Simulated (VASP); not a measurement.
# GeCl2 (Fm-3m) in VASP: vibrations by perturbation theory with PBE

Aim: the vibrations by perturbation theory of GeCl2 with PBE.

Program: VASP 6.6.1. These are calculated values, not measurements. Logs are shortened: lines on timing, memory, paths and dates and some standing lists are left out, and cuts for length are marked.

## 1. The cell of the first run

It takes space group Fm-3m (No. 225, cubic). Conventional cell: a = 6.620 Å, b = 6.620 Å, c = 6.620 Å, α = 90.00°, β = 90.00°, γ = 90.00°. Within 3.8 Å of Ge (site symmetry m-3m) lie 8 Cl at 2.87 Å. Within 3.8 Å of Cl (site symmetry -43m) lie 4 Ge at 2.87 Å and 6 Cl at 3.31 Å.

## 2. Vibrations by perturbation theory, PBE

Input file INCAR:

```
SYSTEM = GeCl2
  PREC = Accurate
  ENCUT = 520
  EDIFF = 1E-8
  ISMEAR = 0
  SIGMA = 0.01
  LREAL = .False.
  LASPH = .True.
  NELM = 60
  ALGO = Normal
  ISIF = 2
  LWAVE = .False.
  LCHARG = .False.
  GGA = PE
  NBANDS = 21
  IBRION = 8
  NSW = 1
  LEPSILON = .True.
```

Input file KPOINTS:

```
Automatic mesh
0
Gamma
  6 6 6
  0 0 0
```

Input file POSCAR:

```
GeCl2
1.0
    0.0000000000      3.3100040808      3.3100040808
    3.3100040808      0.0000000000      3.3100040808
    3.3100040808      3.3100040808      0.0000000000
Ge Cl
1 2
Direct
    0.0000000000      0.0000000000      0.0000000000
    0.2500000000      0.2500000000      0.2500000000
    0.7500000000      0.7500000000      0.7500000000
```

Potentials or basis: VASP PAW PBE potentials, release 64 (Ge_d, Cl).

The run is started by

```sh
cat potpaw_PBE.64/Ge_d/POTCAR potpaw_PBE.64/Cl/POTCAR > POTCAR
mpirun -np 1 vasp_std > vasp.out
```

OUTCAR:

```text
SYSTEM = GeCl2
   PREC = Accurate
   ENCUT = 520
   EDIFF = 1E-8
   ISMEAR = 0
   LREAL = .False.
   LASPH = .True.
   NELM = 60
   ISIF = 2
   GGA = PE
   IBRION = 8
   NSW = 1
   LEPSILON = .True.

 ion  position               nearest neighbor table
   1  0.000  0.000  0.000-
   2  0.250  0.250  0.250-
   3  0.750  0.750  0.750-

  LATTYP: Found a face centered cubic cell.
 ALAT       =     6.6200081616

  Lattice vectors:

 A1 = (   0.0000000000,   3.3100040808,   3.3100040808)
 A2 = (   3.3100040808,   0.0000000000,   3.3100040808)
 A3 = (   3.3100040808,   3.3100040808,   0.0000000000)

Analysis of symmetry for initial positions (statically):
=====================================================================
 Subroutine PRICEL returns:
 Original cell was already a primitive cell.

 Routine SETGRP: Setting up the symmetry group for a
 face centered cubic supercell.

 Subroutine GETGRP returns: Found 48 space group operations
 (whereof 48 operations were pure point group operations)
 out of a pool of 48 trial point group operations.

The static configuration has the point symmetry O_h .

Analysis of symmetry for dynamics (positions and initial velocities):
=====================================================================
 Subroutine PRICEL returns:
 Original cell was already a primitive cell.

 Routine SETGRP: Setting up the symmetry group for a
 face centered cubic supercell.

 Subroutine GETGRP returns: Found 48 space group operations
 (whereof 48 operations were pure point group operations)
 out of a pool of 48 trial point group operations.

The dynamic configuration has the point symmetry O_h .

 Subroutine INISYM returns: Found 48 space group operations
 (whereof 48 operations are pure point group operations),
 and found     1 'primitive' translations

----------------------------------------------------------------------------------------

                                     Primitive cell

  volume of cell :      72.5297

  direct lattice vectors                    reciprocal lattice vectors
     0.000000000  3.310004081  3.310004081    -0.151057216  0.151057216  0.151057216
     3.310004081  0.000000000  3.310004081     0.151057216 -0.151057216  0.151057216
     3.310004081  3.310004081  0.000000000     0.151057216  0.151057216 -0.151057216

  length of vectors
     4.681052663  4.681052663  4.681052663     0.261638772  0.261638772  0.261638772

  position of ions in fractional coordinates (direct lattice)
     0.000000000  0.000000000  0.000000000
     0.250000000  0.250000000  0.250000000
     0.750000000  0.750000000  0.750000000

  ion indices of the primitive-cell ions
   primitive index   ion index
                 1           1
                 2           2
                 3           3

----------------------------------------------------------------------------------------

 KPOINTS: Automatic mesh

Automatic generation of k-mesh.
 Grid dimensions read from file:
 generate k-points for:    6    6    6

[... 536 lines left out ...]
------------------------ aborting loop because EDIFF is reached ----------------------------------------

--------------------------------------- Ionic step        3  -------------------------------------------

------------------------ aborting loop because EDIFF is reached ----------------------------------------

 PIEZOELECTRIC TENSOR FIELD DIRECTION 3  (e Angst)
 -----------------------------------------------------------------------------
     0.00062  0.00000  0.00000           ( -0.00000  0.00000  0.00000)
     0.00000  0.00062 -0.00000           (  0.00000 -0.00000 -0.00000)
     0.00000 -0.00000 -0.00211           (  0.00000 -0.00000  0.00000)

 PIEZOELECTRIC TENSOR FIELD DIRECTION 3  (C/m^2)
 -----------------------------------------------------------------------------
     0.00014  0.00000  0.00000
     0.00000  0.00014 -0.00000
     0.00000 -0.00000 -0.00047

--------------------------------------- Ionic step        4  -------------------------------------------

------------------------ aborting loop because EDIFF is reached ----------------------------------------

[... ionic steps 5 to 6 ...]

--------------------------------------- Ionic step        7  -------------------------------------------

 Free energy of the ion-electron system (eV)
  ---------------------------------------------------
  ---------------------------------------------------
  free energy    TOTEN  =        -0.19870496 eV

  energy without entropy =       -0.19870496

------------------------ aborting loop because EDIFF is reached ----------------------------------------

 INTERNAL STRAIN TENSOR  FOR ION    2  DIRECTION 1   (eV/Angst):
 -----------------------------------------------------------------------------
    -0.00182  0.00000  0.00000
     0.00000 -0.00014 -1.51984
     0.00000 -1.51984 -0.00014

 MACROSCOPIC STATIC DIELECTRIC TENSOR (including local field effects in DFT)
 ------------------------------------------------------
           5.879418     0.000000    -0.000000
           0.000000     5.879418    -0.000000
           0.000000     0.000000     5.879418
 ------------------------------------------------------

 PIEZOELECTRIC TENSOR (including local field effects)  for field in x, y, z        (e  Angst)
          XX          YY          ZZ          XY          YZ          ZX
  --------------------------------------------------------------------------------
  x     0.00000     0.00000     0.00000     0.00000     0.00000     0.00000
  y     0.00000     0.00000     0.00000     0.00000     0.00000     0.00000
  z     0.00000     0.00000     0.00000     0.00000     0.00000     0.00000

 PIEZOELECTRIC TENSOR (including local field effects)  for field in x, y, z        (C/m^2)
          XX          YY          ZZ          XY          YZ          ZX
  --------------------------------------------------------------------------------
  x     0.00000     0.00000     0.00000     0.00000     0.00000     0.00000
  y     0.00000     0.00000     0.00000     0.00000     0.00000     0.00000
  z     0.00000     0.00000     0.00000     0.00000     0.00000     0.00000

 BORN EFFECTIVE CHARGES (including local field effects) (in |e|, cummulative output)
 ---------------------------------------------------------------------------------
 ion    1
    1     4.03789     0.00000     0.00000
    2     0.00000     4.03789     0.00000
    3     0.00000     0.00000     4.03789
 ion    2
    1    -2.01894     0.00000     0.00000
    2     0.00000    -2.01894     0.00000
    3     0.00000     0.00000    -2.01894
 ion    3
    1    -2.01894     0.00000     0.00000
    2     0.00000    -2.01894     0.00000
    3     0.00000     0.00000    -2.01894

 INTERNAL STRAIN TENSOR FOR ION    3 for displacements in x,y,z  (eV/Angst):
          X           Y           Z          XY          YZ          ZX
  --------------------------------------------------------------------------------
  x     0.00000    -0.00000    -0.00000     0.00000     1.51984     0.00000
  y    -0.00000     0.00000    -0.00000     0.00000     0.00000     1.51984
  z    -0.00000    -0.00000     0.00000     1.51984     0.00000     0.00000

 SECOND DERIVATIVES (NOT SYMMETRIZED)
 ------------------------------------
               1X          1Y          1Z          2X          2Y          2Z          3X          3Y          3Z
  1X     0.923950    0.000000    0.000000   -0.461975    0.000000    0.000000   -0.461975    0.000000    0.000000
  1Y     0.000000    0.923950    0.000000    0.000000   -0.461975    0.000000    0.000000   -0.461975    0.000000
  1Z     0.000000    0.000000    0.923950    0.000000    0.000000   -0.461975    0.000000    0.000000   -0.461975
  2X    -0.415105    0.000000    0.000000   -2.051829    0.000000    0.000000    2.466934    0.000000    0.000000
  2Y     0.000000   -0.415105   -0.000000    0.000000   -2.051829    0.000000    0.000000    2.466934    0.000000
  2Z     0.000000   -0.000000   -0.415105    0.000000    0.000000   -2.051829    0.000000    0.000000    2.466934
  3X    -0.415105    0.000000    0.000000    2.466934    0.000000    0.000000   -2.051829    0.000000    0.000000
  3Y     0.000000   -0.415105   -0.000000    0.000000    2.466934    0.000000    0.000000   -2.051829    0.000000
  3Z     0.000000   -0.000000   -0.415105    0.000000    0.000000    2.466934    0.000000    0.000000   -2.051829

 Eigenvectors and eigenvalues of the dynamical matrix
 ----------------------------------------------------

   1 f  =    5.581283 THz    35.068234 2PiTHz  186.171555 cm-1    23.082321 meV
             X         Y         Z           dx          dy          dz
      0.000000  0.000000  0.000000    -0.000000   -0.000000    0.000000
      1.655002  1.655002  1.655002    -0.705757    0.043666    0.000000
      4.965006  4.965006  4.965006     0.705757   -0.043666   -0.000000
[... 43 lines left out ...]
   9 f/i=    2.444545 THz    15.359531 2PiTHz   81.541255 cm-1    10.109823 meV
             X         Y         Z           dx          dy          dz
      0.000000  0.000000  0.000000     0.030799   -0.056679    0.718752
      1.655002  1.655002  1.655002    -0.020891    0.038447   -0.487547
      4.965006  4.965006  4.965006    -0.020891    0.038447   -0.487547

--------------------------------------------------------------------------------------------------------

 MACROSCOPIC STATIC DIELECTRIC TENSOR IONIC CONTRIBUTION
 ------------------------------------------------------
           0.000000     0.000000     0.000000
           0.000000     0.000000     0.000000
           0.000000    -0.000000     0.000000
 ------------------------------------------------------

 ELASTIC MODULI CONTR FROM IONIC RELAXATION (kBar)
 Direction    XX          YY          ZZ          XY          YZ          ZX
 --------------------------------------------------------------------------------
 XX          -0.0000     -0.0000     -0.0000      0.0000      0.0000      0.0000
 YY          -0.0000     -0.0000     -0.0000      0.0000      0.0000      0.0000
 ZZ          -0.0000     -0.0000     -0.0000      0.0000      0.0000      0.0000
 XY           0.0000      0.0000      0.0000    -22.5840     -0.0000     -0.0000
 YZ           0.0000      0.0000      0.0000     -0.0000    -22.5840     -0.0000
 ZX           0.0000      0.0000      0.0000     -0.0000     -0.0000    -22.5840
 --------------------------------------------------------------------------------

 PIEZOELECTRIC TENSOR IONIC CONTR  for field in x, y, z        (C/m^2)
          XX          YY          ZZ          XY          YZ          ZX
  --------------------------------------------------------------------------------
  x    -0.00000     0.00000     0.00000     0.00000    -0.00000     0.00000
  y     0.00000     0.00000     0.00000    -0.00000    -0.00000    -0.00000
  z    -0.00000     0.00000     0.00000     0.00000    -0.00000     0.00000
```

Run time: 5.6 min. Hardware: 1 thread of Intel Xeon Platinum 8488C (Sapphire Rapids), shared host; peak memory 0.39 GiB.

Results:

* Electronic dielectric tensor (diagonal): 5.88
* Born charges (mean of the diagonal): Ge +4.04; Cl -2.02 e
* Highest phonon frequency at Γ, LO-TO splitting left out: 186 cm⁻¹
* Most unstable mode: 82i cm⁻¹

Phonon frequencies in cm⁻¹ (negative: imaginary):
```
              q point                    frequencies
(0.000, 0.000, 0.000)  -82 -82 -82 2 2 2 186 186 186
```

Electronic dielectric tensor:
```
5.88 0.00 0.00
0.00 5.88 0.00
0.00 0.00 5.88
```

Born effective charge tensors (e):
atom 1, Ge
```
4.04 0.00 0.00
0.00 4.04 0.00
0.00 0.00 4.04
```
atom 2, Cl
```
-2.02  0.00  0.00
 0.00 -2.02  0.00
 0.00  0.00 -2.02
```
atom 3, Cl
```
-2.02  0.00  0.00
 0.00 -2.02  0.00
 0.00  0.00 -2.02
```

Caveat: some modes are imaginary.
